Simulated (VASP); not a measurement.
# Ti (Im-3m) in VASP: a series of runs

The runs below take Ti through single point, relaxation of cell and atoms, with LDA.

Program: VASP 6.6.1. These are calculated values, not measurements. Logs are shortened: lines on timing, memory, paths and dates and some standing lists are left out, and cuts for length are marked.

## Step 1: The cell of the first run

It takes space group Im-3m (No. 229, cubic). Conventional cell: a = 3.165 Å, b = 3.165 Å, c = 3.165 Å, α = 90.00°, β = 90.00°, γ = 90.00°. Ti (site symmetry m-3m) has 14 Ti at 2.74 to 3.17 Å within 3.6 Å.

This isn't the form of Ti at room conditions, which is hcp.

## Step 2: Single point, LDA

Input file INCAR:

```
PREC = Accurate
ENCUT = 520
EDIFF = 1E-7
ISMEAR = 0
SIGMA = 0.1
LREAL = F
LASPH = T
NELM = 100
ALGO = Fast
ISIF = 2
LWAVE = F
LCHARG = T
GGA = CA
LELF = T
LVHAR = T
NBANDS = 12
```

Input file KPOINTS:

```
regular mesh
0
Gamma
  18 18 18
```

Input file POSCAR:

```
Ti
1.0
   -1.5825944271      1.5825944271      1.5825944271
    1.5825944271     -1.5825944271      1.5825944271
    1.5825944271      1.5825944271     -1.5825944271
Ti
1
Direct
    0.0000000000      0.0000000000      0.0000000000
```

Potentials or basis: VASP PAW LDA potentials, release 64 (Ti_sv).

Started as:

```sh
> cat potpaw_LDA.64/Ti_sv/POTCAR > POTCAR
> mpirun -np 1 vasp_std > vasp.out
```

OUTCAR:

```text
PREC = Accurate
   ENCUT = 520
   EDIFF = 1E-7
   ISMEAR = 0
   LREAL = F
   LASPH = T
   NELM = 100
   ISIF = 2
   GGA = CA

 ion  position               nearest neighbor table
   1  0.000  0.000  0.000-

  LATTYP: Found a body centered cubic cell.
 ALAT       =     3.1651888542

  Lattice vectors:

 A1 = (  -1.5825944271,   1.5825944271,   1.5825944271)
 A2 = (   1.5825944271,  -1.5825944271,   1.5825944271)
 A3 = (   1.5825944271,   1.5825944271,  -1.5825944271)

Analysis of symmetry for initial positions (statically):
=====================================================================
 Subroutine PRICEL returns:
 Original cell was already a primitive cell.

 Routine SETGRP: Setting up the symmetry group for a
 body centered cubic supercell.

 Subroutine GETGRP returns: Found 48 space group operations
 (whereof 48 operations were pure point group operations)
 out of a pool of 48 trial point group operations.

The static configuration has the point symmetry O_h .

Analysis of symmetry for dynamics (positions and initial velocities):
=====================================================================
 Subroutine PRICEL returns:
 Original cell was already a primitive cell.

 Routine SETGRP: Setting up the symmetry group for a
 body centered cubic supercell.

 Subroutine GETGRP returns: Found 48 space group operations
 (whereof 48 operations were pure point group operations)
 out of a pool of 48 trial point group operations.

The dynamic configuration has the point symmetry O_h .

 Subroutine INISYM returns: Found 48 space group operations
 (whereof 48 operations are pure point group operations),
 and found     1 'primitive' translations

----------------------------------------------------------------------------------------

                                     Primitive cell

  volume of cell :      15.8551

  direct lattice vectors                    reciprocal lattice vectors
    -1.582594427  1.582594427  1.582594427     0.000000000  0.315936914  0.315936914
     1.582594427 -1.582594427  1.582594427     0.315936914  0.000000000  0.315936914
     1.582594427  1.582594427 -1.582594427     0.315936914  0.315936914  0.000000000

  length of vectors
     2.741133956  2.741133956  2.741133956     0.446802269  0.446802269  0.446802269

  position of ions in fractional coordinates (direct lattice)
     0.000000000  0.000000000  0.000000000

  ion indices of the primitive-cell ions
   primitive index   ion index
                 1           1

----------------------------------------------------------------------------------------

 KPOINTS: regular mesh

Automatic generation of k-mesh.
 Grid dimensions read from file:
 generate k-points for:   18   18   18

 Generating k-lattice:

  Cartesian coordinates                     Fractional coordinates (reciprocal lattice)
     0.000000000  0.017552051  0.017552051     0.055555556  0.000000000  0.000000000
     0.017552051  0.000000000  0.017552051     0.000000000  0.055555556  0.000000000
     0.017552051  0.017552051  0.000000000     0.000000000  0.000000000  0.055555556

  Length of vectors
     0.024822348  0.024822348  0.024822348

  Shift w.r.t. Gamma in fractional coordinates (k-lattice)
     0.000000000  0.000000000  0.000000000

 Subroutine IBZKPT returns following result:
 ===========================================

 Found    195 irreducible k-points:

 Following reciprocal coordinates:
            Coordinates               Weight
  0.000000  0.000000  0.000000      1.000000
  0.055556  0.000000  0.000000     12.000000
  0.111111  0.000000  0.000000     12.000000
  0.166667  0.000000  0.000000     12.000000
  0.222222  0.000000  0.000000     12.000000
  0.277778  0.000000  0.000000     12.000000
[... 16 lines left out ...]
  0.333333  0.111111  0.000000     48.000000
  0.388889  0.111111  0.000000     48.000000
 [... further k-points ...]
   k-points           NKPTS =    195   k-points in BZ     NKDIM =    195   number of bands    NBANDS=     12
   number of dos      NEDOS =    301   number of ions     NIONS =      1
   total plane-waves  NPLWV =   8000
   dimension x,y,z NGX =    20 NGY =   20 NGZ =   20
   dimension x,y,z NGXF=    40 NGYF=   40 NGZF=   40
   ions per type =               1
   NGX,Y,Z   is equivalent  to a cutoff of  12.13, 12.13, 12.13 a.u.
   NGXF,Y,Z  is equivalent  to a cutoff of  24.26, 24.26, 24.26 a.u.
 SYSTEM =  unknown system
   PREC   = accura    normal or accurate (medium, high low for compatibility)
   ISTART =      0    job   : 0-new  1-cont  2-samecut
   ICHARG =      2    charge: 1-file 2-atom 10-const
   ISPIN  =      1    spin polarized calculation?
   LNONCOLLINEAR =      F non collinear calculations
   LSORBIT =      F    spin-orbit coupling
   LASPH  =      T    aspherical Exc in radial PAW
   ENCUT  =  520.0 eV  38.22 Ry    6.18 a.u.   5.10  5.10  5.10*2*pi/ulx,y,z
   NELM   =    100;   NELMIN=  2; NELMDL= -5     # of ELM steps
   EDIFF  = 0.1E-06   stopping-criterion for ELM
   LREAL  =      F    real-space projection
   EDIFFG = 0.1E-05   stopping-criterion for IOM
   NSW    =      0    number of steps for IOM
   IBRION =     -1    ionic relax: 0-MD 1-quasi-New 2-CG
   NFREE  =      0    steps in history (QN), initial steepest desc. (CG)
   ISIF   =      2    stress and relaxation
   ISYM   =      2    0-nonsym 1-usesym 2-fastsym
   POTIM  = 0.5000    time-step for ionic-motion
   TEBEG  =    0.0;   TEEND  =   0.0 temperature during run
   PSTRESS=    0.0 pullay stress
   NELECT =      12.0000    total number of electrons
   NUPDOWN=      -1.0000    fix difference up-down
   EMIN   =  10.00;   EMAX   =-10.00  energy-range for DOS
   EFERMI =   0.00;   METHOD = LEGACY
   ISMEAR =     0;   SIGMA  =   0.10  broadening in eV -4-tet -1-fermi 0-gaus
   EFERMI_NEDOS =   21; number of points for ismear=-14 and -15
   IALGO  =     68    algorithm
   IMIX   =      4    mixing-type and parameters
     AMIX     =   0.40;   BMIX     =  1.00
     AMIX_MAG =   1.60;   BMIX_MAG =  1.00
  volume/ion in A,a.u.               =      15.86       107.00
  Fermi-wavevector in a.u.,A,eV,Ry     =   1.491920  2.819321 30.284203  2.225826
  Thomas-Fermi vector in A             =   2.604514
   LORBIT       =      0    0 simple, 1 ext, 2 COOP (PROOUT), +10 PAW based schemes
   GGA     = CA    functional components
   LHFCALC =     F    Hartree Fock is set to
   AEXX    =    0.0000 exact exchange contribution
   IVDW    =     0    specifies the selected vdW correction
   LEPSILON=     F    determine dielectric tensor
   LRPA    =     F    only Hartree local field effects (RPA)
 non-spin polarized calculation
 RMM-DIIS sequential band-by-band and
 Gauss-broadening in eV      SIGMA  =   0.10
  energy-cutoff  :      520.00
  volume of cell :       15.86
 maximum number of plane-waves:       440
   NGX = 11   NGY = 11   NGZ = 11

 number of electron      11.9999998 magnetization

 Free energy of the ion-electron system (eV)
  ---------------------------------------------------
  ext. energy  EPLUGINS =         0.00000000
  ---------------------------------------------------
  free energy    TOTEN  =        -8.46607757 eV

  energy without entropy =       -8.45537150  energy(sigma->0) =       -8.46072454

 E-fermi :   8.8224     XC(G=0): -12.2223

 val. band max:        8.8191251128   @ k =  -0.2778   0.3333   0.1111
 cond. band min:       8.8227788175   @ k =  -0.4444   0.5000   0.1111
 fundamental gap:      0.0036537047
 Fermi energy:         8.8223707435

 k-point     1 :       0.0000    0.0000    0.0000
  band No.  band energies     occupation
      1     -46.8443      2.00000
      2     -22.9409      2.00000
      3     -22.9409      2.00000
      4     -22.9409      2.00000
      5       2.7778      2.00000
      6       9.8504      0.00000
      7       9.8504      0.00000
      8       9.8504      0.00000
      9      11.8354      0.00000
     10      11.8354      0.00000
     11      26.9719      0.00000
     12      26.9719      0.00000

 k-point     2 :       0.0556    0.0000    0.0000
  band No.  band energies     occupation
      1     -46.8383      2.00000
      2     -22.9704      2.00000
      3     -22.9498      2.00000
      4     -22.9412      2.00000
      5       2.8938      2.00000
      6       9.7950      0.00000
      7       9.8363      0.00000
      8       9.9380      0.00000
      9      11.7682      0.00000
     10      11.8385      0.00000
     11      26.8691      0.00000
     12      27.0529      0.00000

 k-point     3 :       0.1111    0.0000    0.0000
  band No.  band energies     occupation
      1     -46.8212      2.00000
      2     -23.0547      2.00000
      3     -22.9751      2.00000
      4     -22.9418      2.00000
      5       3.2319      2.00000
      6       9.6392      0.00000
      7       9.7741      0.00000
      8      10.1957      0.00000
      9      11.6154      0.00000
     10      11.8500      0.00000
     11      26.4572      0.00000
     12      26.9123      0.00000

 k-point     4 :       0.1667    0.0000    0.0000
  band No.  band energies     occupation
      1     -46.7949      2.00000
      2     -23.1823      2.00000
      3     -23.0139      2.00000
      4     -22.9429      2.00000
      5       3.7620      2.00000
      6       9.4103      0.00000
      7       9.6240      0.00000
      8      10.6085      0.00000
      9      11.4909      0.00000
     10      11.8756      0.00000
     11      25.6785      0.00000
     12      26.5589      0.00000

 k-point     5 :       0.2222    0.0000    0.0000
  band No.  band energies     occupation
      1     -46.7625      2.00000
      2     -23.3362      2.00000
      3     -23.0610      2.00000
      4     -22.9442      2.00000
      5       4.4261      2.00000
      6       9.1441      0.00001
      7       9.4001      0.00000
      8      11.1493      0.00000
      9      11.4768      0.00000
     10      11.9210      0.00000
     11      24.4633      0.00000
     12      25.8661      0.00000

 k-point     6 :       0.2778    0.0000    0.0000
  band No.  band energies     occupation
      1     -46.7277      2.00000
      2     -23.4973      2.00000
      3     -23.1108      2.00000
      4     -22.9457      2.00000
      5       5.1229      2.00000
      6       8.8761      0.44726
      7       9.2244      0.00000
      8      11.5615      0.00000
      9      11.7764      0.00000
     10      11.9872      0.00000
     11      23.0001      0.00000
     12      25.0079      0.00000

 k-point     7 :       0.3333    0.0000    0.0000
  band No.  band energies     occupation
      1     -46.6948      2.00000
      2     -23.6460      2.00000
      3     -23.1572      2.00000
      4     -22.9471      2.00000
      5       5.6965      2.00000
      6       8.6370      1.99124
      7       9.2743      0.00000
      8      11.6867      0.00000
      9      12.0678      0.00000
     10      12.4290      0.00000
     11      21.4720      0.00000
     12      24.1817      0.00000

 k-point     8 :       0.3889    0.0000    0.0000
  band No.  band energies     occupation
      1     -46.6679      2.00000
      2     -23.7655      2.00000
      3     -23.1947      2.00000
      4     -22.9483      2.00000
      5       6.0174      2.00000
      6       8.4502      2.00000
      7       9.6393      0.00000
      8      11.7938      0.00000
      9      12.1482      0.00000
     10      13.0216      0.00000
     11      20.0799      0.00000
     12      23.5143      0.00000
[... 166 lines left out ...]
 k-point    20 :       0.1667    0.1111    0.0000
  band No.  band energies     occupation
      1     -46.7497      2.00000
      2     -23.3807      2.00000
      3     -23.0631      2.00000
      4     -22.9769      2.00000
      5       4.7150      2.00000
      6       9.1098      0.00005
      7       9.1864      0.00000
      8      11.3123      0.00000
      9      11.4728      0.00000
     10      12.0611      0.00000
     11      24.4711      0.00000
     12      25.2815      0.00000

 k-point    21 :       0.2222    0.1111    0.0000
  band No.  band energies     occupation
      1     -46.7170      2.00000
      2     -23.5180      2.00000
      3     -23.1206      2.00000
      4     -22.9814      2.00000
      5       5.4057      2.00000
      6       8.8322      0.88900
      7       9.0121      0.00729
      8      11.3848      0.00000
      9      12.0844      0.00000
     10      12.1871      0.00000
     11      23.0739      0.00000
     12      24.4697      0.00000

 k-point    22 :       0.2778    0.1111   -0.0000
  band No.  band energies     occupation
      1     -46.6861      2.00000
      2     -23.6440      2.00000
      3     -23.1767      2.00000
      4     -22.9845      2.00000
      5       5.9880      2.00000
      6       8.6113      1.99716
      7       8.9936      0.01542
      8      11.5290      0.00000
      9      12.2073      0.00000
     10      12.8293      0.00000
     11      21.5360      0.00000
     12      23.7523      0.00000

 k-point    23 :       0.3333    0.1111    0.0000
  band No.  band energies     occupation
      1     -46.6608      2.00000
      2     -23.7449      2.00000
      3     -23.2230      2.00000
      4     -22.9866      2.00000
      5       6.3147      2.00000
      6       8.4535      2.00000
      7       9.2404      0.00000
      8      11.6785      0.00000
      9      12.2875      0.00000
     10      13.4798      0.00000
     11      20.1041      0.00000
     12      23.1695      0.00000

 k-point    24 :       0.3889    0.1111    0.0000
  band No.  band energies     occupation
      1     -46.6442      2.00000
      2     -23.8100      2.00000
      3     -23.2534      2.00000
      4     -22.9880      2.00000
      5       6.4182      2.00000
      6       8.3550      2.00000
      7       9.6069      0.00000
      8      11.7592      0.00000
      9      12.3889      0.00000
     10      13.9844      0.00000
     11      19.0199      0.00000
     12      22.7852      0.00000

 [... further k-points ...]
[... 5 lines left out ...]
  --------------------------------------------------------------------------------------
  -------------------------------------------------------------------------------------
  Total       -0.0158419     -0.0158419     -0.0158419     -0.0000000     -0.0000000     -0.0000000
  in kB       -1.6008423     -1.6008423     -1.6008423     -0.0000000     -0.0000000     -0.0000000
  external PRESSURE =      -1.6008423 kB  Pullay stress =       0.0000000 kB

 VOLUME and BASIS-vectors are now :
 -----------------------------------------------------------------------------
  energy-cutoff  :      520.00
  volume of cell :       15.86
      direct lattice vectors                 reciprocal lattice vectors
    -1.582594427  1.582594427  1.582594427     0.000000000  0.315936914  0.315936914
     1.582594427 -1.582594427  1.582594427     0.315936914  0.000000000  0.315936914
     1.582594427  1.582594427 -1.582594427     0.315936914  0.315936914  0.000000000

 POSITION                                       TOTAL-FORCE (eV/Angst)
 -----------------------------------------------------------------------------------
      0.00000      0.00000      0.00000        -0.000000      0.000000      0.000000
 -----------------------------------------------------------------------------------
    total drift:                                0.000000     -0.000000      0.000000

  FREE ENERGIE OF THE ION-ELECTRON SYSTEM (eV)
  ---------------------------------------------------
  free  energy   TOTEN  =        -8.4660775716 eV

  energy  without entropy=       -8.4553715000  energy(sigma->0) =       -8.46072454
```

Wall time 69 s (1 thread of Intel Xeon 8259CL, shared host); peak memory 0.15 GiB.

What came out:

- Free energy: -8.4661 eV
- Pressure: -0.2 GPa
- Band gap on the k mesh: zero (bands 6 and 7 overlap by 1.64 eV)

(Part 1 of 2 ends here.)
